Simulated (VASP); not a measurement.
# Hf (Im-3m) in VASP: a series of runs

Runs on Hf. Level: PBEsol. Tasks: single point, relaxation of cell and atoms.

Everything below comes from runs of VASP 6.6.1. Logs are shortened: lines on timing, memory, paths and dates and some standing lists are left out, and cuts for length are marked.

### Step 1. The cell of the first run

It takes space group Im-3m (No. 229, cubic). Conventional cell: a = 3.491 Å, b = 3.491 Å, c = 3.491 Å, α = 90.00°, β = 90.00°, γ = 90.00°. Hf (site symmetry m-3m) has 14 Hf at 3.02 to 3.49 Å within 4.0 Å.

### Step 2. Single point, PBEsol

The input, INCAR:

```
PREC     = Accurate       # precision mode
ENCUT    = 520            # plane-wave cutoff, eV
EDIFF    = 1E-6           # SCF threshold, eV
ISMEAR   = 0              # smearing method
SIGMA    = 0.1            # smearing width, eV
LREAL    = F              # projectors in reciprocal space
LASPH    = T              # aspherical terms in the spheres
NELM     = 80             # most SCF steps
ALGO     = Fast           # electronic algorithm
ISIF     = 2              # what is computed and relaxed
LWAVE    = F              # write WAVECAR
LCHARG   = F              # write CHGCAR
GGA      = PS             # functional
NBANDS   = 11             # bands
```

The input, KPOINTS:

```
regular mesh
0
Gamma
  16 16 16
```

The input, POSCAR:

```
Hf
1.0
   -1.7453278433      1.7453278433      1.7453278433
    1.7453278433     -1.7453278433      1.7453278433
    1.7453278433      1.7453278433     -1.7453278433
Hf
1
Direct
    0.0000000000      0.0000000000      0.0000000000
```

Potentials or basis: VASP PAW PBE potentials, release 64 (Hf_pv).

Started as:

```sh
cat potpaw_PBE.64/Hf_pv/POTCAR > POTCAR
mpirun -np 1 vasp_std > vasp.out
```

OUTCAR:

```text
PREC = Accurate
   ENCUT = 520
   EDIFF = 1E-6
   ISMEAR = 0
   LREAL = F
   LASPH = T
   NELM = 80
   ISIF = 2
   GGA = PS

 ion  position               nearest neighbor table
   1  0.000  0.000  0.000-

  LATTYP: Found a body centered cubic cell.
 ALAT       =     3.4906556866

  Lattice vectors:

 A1 = (  -1.7453278433,   1.7453278433,   1.7453278433)
 A2 = (   1.7453278433,  -1.7453278433,   1.7453278433)
 A3 = (   1.7453278433,   1.7453278433,  -1.7453278433)

Analysis of symmetry for initial positions (statically):
=====================================================================
 Subroutine PRICEL returns:
 Original cell was already a primitive cell.

 Routine SETGRP: Setting up the symmetry group for a
 body centered cubic supercell.

 Subroutine GETGRP returns: Found 48 space group operations
 (whereof 48 operations were pure point group operations)
 out of a pool of 48 trial point group operations.

The static configuration has the point symmetry O_h .

Analysis of symmetry for dynamics (positions and initial velocities):
=====================================================================
 Subroutine PRICEL returns:
 Original cell was already a primitive cell.

 Routine SETGRP: Setting up the symmetry group for a
 body centered cubic supercell.

 Subroutine GETGRP returns: Found 48 space group operations
 (whereof 48 operations were pure point group operations)
 out of a pool of 48 trial point group operations.

The dynamic configuration has the point symmetry O_h .

 Subroutine INISYM returns: Found 48 space group operations
 (whereof 48 operations are pure point group operations),
 and found     1 'primitive' translations

----------------------------------------------------------------------------------------

                                     Primitive cell

  volume of cell :      21.2663

  direct lattice vectors                    reciprocal lattice vectors
    -1.745327843  1.745327843  1.745327843     0.000000000  0.286479129  0.286479129
     1.745327843 -1.745327843  1.745327843     0.286479129  0.000000000  0.286479129
     1.745327843  1.745327843 -1.745327843     0.286479129  0.286479129  0.000000000

  length of vectors
     3.022996500  3.022996500  3.022996500     0.405142669  0.405142669  0.405142669

  position of ions in fractional coordinates (direct lattice)
     0.000000000  0.000000000  0.000000000

  ion indices of the primitive-cell ions
   primitive index   ion index
                 1           1

----------------------------------------------------------------------------------------

 KPOINTS: regular mesh

Automatic generation of k-mesh.
 Grid dimensions read from file:
 generate k-points for:   16   16   16

 Generating k-lattice:

  Cartesian coordinates                     Fractional coordinates (reciprocal lattice)
     0.000000000  0.017904946  0.017904946     0.062500000  0.000000000  0.000000000
     0.017904946  0.000000000  0.017904946     0.000000000  0.062500000  0.000000000
     0.017904946  0.017904946  0.000000000     0.000000000  0.000000000  0.062500000

  Length of vectors
     0.025321417  0.025321417  0.025321417

  Shift w.r.t. Gamma in fractional coordinates (k-lattice)
     0.000000000  0.000000000  0.000000000

 Subroutine IBZKPT returns following result:
 ===========================================

 Found    145 irreducible k-points:

 Following reciprocal coordinates:
            Coordinates               Weight
  0.000000  0.000000  0.000000      1.000000
  0.062500  0.000000  0.000000     12.000000
  0.125000  0.000000  0.000000     12.000000
  0.187500  0.000000  0.000000     12.000000
  0.250000  0.000000  0.000000     12.000000
  0.312500  0.000000  0.000000     12.000000
[... 16 lines left out ...]
  0.187500  0.187500  0.000000     24.000000
  0.250000  0.187500  0.000000     48.000000
 [... further k-points ...]
   k-points           NKPTS =    145   k-points in BZ     NKDIM =    145   number of bands    NBANDS=     11
   number of dos      NEDOS =    301   number of ions     NIONS =      1
   total plane-waves  NPLWV =  13824
   dimension x,y,z NGX =    24 NGY =   24 NGZ =   24
   dimension x,y,z NGXF=    48 NGYF=   48 NGZF=   48
   ions per type =               1
   NGX,Y,Z   is equivalent  to a cutoff of  13.20, 13.20, 13.20 a.u.
   NGXF,Y,Z  is equivalent  to a cutoff of  26.40, 26.40, 26.40 a.u.
 SYSTEM =  unknown system
   PREC   = accura    normal or accurate (medium, high low for compatibility)
   ISTART =      0    job   : 0-new  1-cont  2-samecut
   ICHARG =      2    charge: 1-file 2-atom 10-const
   ISPIN  =      1    spin polarized calculation?
   LNONCOLLINEAR =      F non collinear calculations
   LSORBIT =      F    spin-orbit coupling
   LASPH  =      T    aspherical Exc in radial PAW
   ENCUT  =  520.0 eV  38.22 Ry    6.18 a.u.   5.62  5.62  5.62*2*pi/ulx,y,z
   NELM   =     80;   NELMIN=  2; NELMDL= -5     # of ELM steps
   EDIFF  = 0.1E-05   stopping-criterion for ELM
   LREAL  =      F    real-space projection
   EDIFFG = 0.1E-04   stopping-criterion for IOM
   NSW    =      0    number of steps for IOM
   IBRION =     -1    ionic relax: 0-MD 1-quasi-New 2-CG
   NFREE  =      0    steps in history (QN), initial steepest desc. (CG)
   ISIF   =      2    stress and relaxation
   ISYM   =      2    0-nonsym 1-usesym 2-fastsym
   POTIM  = 0.5000    time-step for ionic-motion
   TEBEG  =    0.0;   TEEND  =   0.0 temperature during run
   PSTRESS=    0.0 pullay stress
   NELECT =      10.0000    total number of electrons
   NUPDOWN=      -1.0000    fix difference up-down
   EMIN   =  10.00;   EMAX   =-10.00  energy-range for DOS
   EFERMI =   0.00;   METHOD = LEGACY
   ISMEAR =     0;   SIGMA  =   0.10  broadening in eV -4-tet -1-fermi 0-gaus
   EFERMI_NEDOS =   21; number of points for ismear=-14 and -15
   IALGO  =     68    algorithm
   IMIX   =      4    mixing-type and parameters
     AMIX     =   0.40;   BMIX     =  1.00
     AMIX_MAG =   1.60;   BMIX_MAG =  1.00
  volume/ion in A,a.u.               =      21.27       143.51
  Fermi-wavevector in a.u.,A,eV,Ry     =   1.273047  2.405710 22.050268  1.620649
  Thomas-Fermi vector in A             =   2.405892
   LORBIT       =      0    0 simple, 1 ext, 2 COOP (PROOUT), +10 PAW based schemes
   GGA     = PS    functional components
   LHFCALC =     F    Hartree Fock is set to
   AEXX    =    0.0000 exact exchange contribution
   IVDW    =     0    specifies the selected vdW correction
   LEPSILON=     F    determine dielectric tensor
   LRPA    =     F    only Hartree local field effects (RPA)
 non-spin polarized calculation
 RMM-DIIS sequential band-by-band and
 Gauss-broadening in eV      SIGMA  =   0.10
  energy-cutoff  :      520.00
  volume of cell :       21.27
 maximum number of plane-waves:       603
   NGX = 11   NGY = 11   NGZ = 11

 number of electron      10.0000000 magnetization

 number of electron       9.9999998 magnetization

 Free energy of the ion-electron system (eV)
  ---------------------------------------------------
  ext. energy  EPLUGINS =         0.00000000
  ---------------------------------------------------
  free energy    TOTEN  =       -10.34001417 eV

  energy without entropy =      -10.33276048  energy(sigma->0) =      -10.33638733

 E-fermi :   4.7588     XC(G=0): -11.6241

 val. band max:        4.7518505323   @ k =   0.3125   0.1875   0.1250
 cond. band min:       4.7636879595   @ k =   0.5000   0.5000   0.1250
 fundamental gap:      0.0118374272
 Fermi energy:         4.7587758657

 k-point     1 :       0.0000    0.0000    0.0000
  band No.  band energies     occupation
      1     -24.8238      2.00000
      2     -24.8238      2.00000
      3     -24.8238      2.00000
      4      -2.4459      2.00000
      5       6.3070      0.00000
      6       6.3070      0.00000
      7       6.3070      0.00000
      8       9.2513      0.00000
      9       9.2513      0.00000
     10      18.3251      0.00000
     11      18.3251      0.00000

 k-point     2 :       0.0625    0.0000    0.0000
  band No.  band energies     occupation
      1     -24.8641      2.00000
      2     -24.8361      2.00000
      3     -24.8240      2.00000
      4      -2.2916      2.00000
      5       6.1968      0.00000
      6       6.2659      0.00000
      7       6.4593      0.00000
      8       9.0675      0.00000
      9       9.2483      0.00000
     10      18.4771      0.00000
     11      18.6085      0.00000

 k-point     3 :       0.1250    0.0000    0.0000
  band No.  band energies     occupation
      1     -24.9771      2.00000
      2     -24.8711      2.00000
      3     -24.8246      2.00000
      4      -1.8464      2.00000
      5       5.9017      0.00000
      6       6.0899      0.00000
      7       6.9108      0.00000
      8       8.7347      0.00000
      9       9.2529      0.00000
     10      18.8413      0.00000
     11      19.4203      0.00000

 k-point     4 :       0.1875    0.0000    0.0000
  band No.  band energies     occupation
      1     -25.1423      2.00000
      2     -24.9229      2.00000
      3     -24.8256      2.00000
      4      -1.1657      2.00000
      5       5.5026      0.00000
      6       5.7216      0.00000
      7       7.6459      0.00000
      8       8.5972      0.00000
      9       9.2963      0.00000
     10      18.1884      0.00000
     11      19.0537      0.00000
[... 239 lines left out ...]
 k-point    22 :       0.4375    0.1250    0.0000
  band No.  band energies     occupation
      1     -25.7510      2.00000
      2     -25.1865      2.00000
      3     -24.8816      2.00000
      4       1.6705      2.00000
      5       4.2004      2.00000
      6       5.5474      0.00000
      7       8.9007      0.00000
      8      10.3284      0.00000
      9      13.2955      0.00000
     10      14.7968      0.00000
     11      16.4852      0.00000

 k-point    23 :       0.1875    0.1875    0.0000
  band No.  band energies     occupation
      1     -25.4941      2.00000
      2     -25.0585      2.00000
      3     -24.8947      2.00000
      4       0.8246      2.00000
      5       4.5178      1.99935
      6       4.8886      0.06642
      7       8.4037      0.00000
      8       9.9942      0.00000
      9      10.3256      0.00000
     10      17.5307      0.00000
     11      18.2258      0.00000

 k-point    24 :       0.2500    0.1875    0.0000
  band No.  band energies     occupation
      1     -25.5906      2.00000
      2     -25.1399      2.00000
      3     -24.9076      2.00000
      4       1.5592      2.00000
      5       4.2441      2.00000
      6       4.7849      0.71183
      7       8.6380      0.00000
      8      10.0499      0.00000
      9      11.5853      0.00000
     10      16.3491      0.00000
     11      18.9438      0.00000

 [... further k-points ...]
[... 5 lines left out ...]
  --------------------------------------------------------------------------------------
  -------------------------------------------------------------------------------------
  Total       -0.0288871     -0.0288871     -0.0288871      0.0000000      0.0000000     -0.0000000
  in kB       -2.1763223     -2.1763223     -2.1763223      0.0000000      0.0000000     -0.0000000
  external PRESSURE =      -2.1763223 kB  Pullay stress =       0.0000000 kB

 VOLUME and BASIS-vectors are now :
 -----------------------------------------------------------------------------
  energy-cutoff  :      520.00
  volume of cell :       21.27
      direct lattice vectors                 reciprocal lattice vectors
    -1.745327843  1.745327843  1.745327843     0.000000000  0.286479129  0.286479129
     1.745327843 -1.745327843  1.745327843     0.286479129  0.000000000  0.286479129
     1.745327843  1.745327843 -1.745327843     0.286479129  0.286479129  0.000000000

 POSITION                                       TOTAL-FORCE (eV/Angst)
 -----------------------------------------------------------------------------------
      0.00000      0.00000      0.00000         0.000000     -0.000000     -0.000000
 -----------------------------------------------------------------------------------
    total drift:                                0.000000      0.000000      0.000000

  FREE ENERGIE OF THE ION-ELECTRON SYSTEM (eV)
  ---------------------------------------------------
  free  energy   TOTEN  =       -10.3400141744 eV

  energy  without entropy=      -10.3327604822  energy(sigma->0) =      -10.33638733
```

It took 9.8 s on 1 thread of Intel Xeon 6975P-C (Granite Rapids), shared host; peak memory 0.16 GiB.

What came out:

- Free energy: -10.3400 eV
- Pressure: -0.2 GPa
- Band gap on the k mesh: zero (band 5 reaches 6.31 eV, above the bottom of band 6 at 3.96 eV)

Levels at points of the mesh, in eV from the Fermi level:
| k point | band 1 | band 2 | band 3 | band 4 | band 5 | band 6 | band 7 | band 8 | band 9 | band 10 |
| --- | --- | --- | --- | --- | --- | --- | --- | --- | --- | --- |
| (0.00, 0.00, 0.00) | -29.58 | -29.58 | -29.58 | -7.20 | 1.55 | 1.55 | 1.55 | 4.49 | 4.49 | 13.57 |
| (0.50, 0.00, 0.00) | -30.56 | -29.90 | -29.59 | -3.54 | -0.60 | 1.30 | 4.34 | 5.40 | 8.08 | 10.75 |
| (0.50, 0.50, 0.50) | -30.26 | -30.26 | -30.26 | -2.79 | -2.79 | 7.17 | 7.17 | 7.17 | 7.64 | 7.64 |

Caveat: the PAW data sets were made with another functional, which shifts forces and pressure a little; spin-orbit coupling is left out, which moves the levels of the heavy elements.

### Step 3. Relaxation of cell and atoms, PBEsol

The input, INCAR:

```
SYSTEM = Hf
ALGO     = Normal         ! electronic algorithm
EDIFF    = 1E-6           ! SCF threshold, eV
EDIFFG   = -0.01          ! ionic threshold
ENCUT    = 600            ! plane-wave cutoff, eV
GGA      = PS             ! functional
IBRION   = 2              ! ionic algorithm
ISIF     = 3              ! what is computed and relaxed
ISMEAR   = 0              ! smearing method
LASPH    = .TRUE.         ! aspherical terms in the spheres
LCHARG   = .FALSE.        ! write CHGCAR
LREAL    = .FALSE.        ! projectors in reciprocal space
LWAVE    = .FALSE.        ! write WAVECAR
NELM     = 100            ! most SCF steps
NSW      = 80             ! ionic steps
PREC     = Accurate       ! precision mode
SIGMA    = 0.1            ! smearing width, eV
```

The input, KPOINTS:

```
k-points
0
G
  16 16 16
  0 0 0
```

The input, POSCAR:

```
Hf
1.0
   -1.7464481133      1.7464481133      1.7464481133
    1.7464481133     -1.7464481133      1.7464481133
    1.7464481133      1.7464481133     -1.7464481133
Hf
1
Direct
    0.0000000000      0.0000000000      0.0000000000
```

Potentials or basis: VASP PAW PBE potentials, release 64 (Hf_pv).

Started as:

```sh
cat potpaw_PBE.64/Hf_pv/POTCAR > POTCAR
mpirun -np 1 vasp_std > vasp.out
```

Run time: 14 s. Hardware: 1 thread of Intel Xeon 6975P-C (Granite Rapids), shared host; peak memory 0.17 GiB.

The run converged. Its results:

| Item | Value |
| --- | --- |
| Free energy | -10.3402 eV |
| Relaxed volume | 21.22 Å³/atom |
| Relaxed cell | a = 3.021 Å, b = 3.021 Å, c = 3.021 Å, α = 109.47°, β = 109.47°, γ = 109.47° |
| Space group after relaxing (to 0.05 Å) | Im-3m (No. 229) |
| Energy gained by relaxing | 0.1 meV/atom |
| Ionic steps | 3 |
| Pressure after relaxing | 0.0 GPa |
| Band gap on the k mesh | zero (band 5 reaches 6.33 eV, above the bottom of band 6 at 3.97 eV) |

Step by step:
```tsv
step	energy change (eV)	largest force (eV/Å)	pressure (GPa)	volume (Å³)
1	0.0000	0.0000	-0.46	21.31
2	0.0000	0.0000	0.50	21.12
3	-0.0001	0.0000	0.00	21.22
```

Final structure:
```yaml
crystal:
  lattice:
    - [-1.74393, 1.74393, 1.74393]
    - [1.74393, -1.74393, 1.74393]
    - [1.74393, 1.74393, -1.74393]
  atoms:
    - { symbol: Hf, position: [0.00000, 0.00000, 0.00000] }
```

Levels at points of the mesh, in eV from the Fermi level:
```
           k point  band 3  band 4  band 5  band 6  band 7  band 8
(0.00, 0.00, 0.00)  -29.57   -7.21    1.55    1.55    1.55    4.50
(0.50, 0.00, 0.00)  -29.58   -3.55   -0.60    1.31    4.35    5.42
(0.50, 0.50, 0.50)  -30.26   -2.80   -2.80    7.19    7.19    7.19
```

Caveat: the PAW data sets were made with another functional, which shifts forces and pressure a little; spin-orbit coupling is left out, which moves the levels of the heavy elements.
